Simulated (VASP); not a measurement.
A run of VASP 6.6.1:

File INCAR:

```
SYSTEM = CoSi2
PREC = Accurate
ENCUT = 520
EDIFF = 1E-7
ISMEAR = 0
SIGMA = 0.15
LREAL = .FALSE.
LASPH = .TRUE.
NELM = 80
ALGO = Normal
ISIF = 2
LWAVE = .FALSE.
LCHARG = .FALSE.
GGA = PE
NBANDS = 16
```

KPOINTS

```
regular mesh
0
G
  12 12 12
  0 0 0
```

POSCAR

```
CoSi2
1.0
    0.0000000000      2.7739825456      2.4925640265
    2.7739825456      0.0000000000      2.4925640265
    2.7739825456      2.7739825456      0.0000000000
Co Si
1 2
Direct
    0.0000000000      0.0000000000      0.0000000000
    0.2270537489      0.2270537489      0.2729462511
    0.7729462511      0.7729462511      0.7270537489
```

Potentials or basis: VASP PAW PBE potentials, release 64 (Co, Si).

Command:

```sh
$ cat potpaw_PBE.64/Co/POTCAR potpaw_PBE.64/Si/POTCAR > POTCAR
$ mpirun -np 1 vasp_std > vasp.out
```

Hardware: 1 thread of Intel(R) Xeon(R) 6975P-C (Granite Rapids), with other jobs on the host.

**Question.** Estimate the wall time of this run.

**Answer.** Wall time 88 s on 1 thread of Intel(R) Xeon(R) 6975P-C (Granite Rapids), on a shared host, peak memory 0.29 GiB. Counts: scf iterations 16, k points 280.
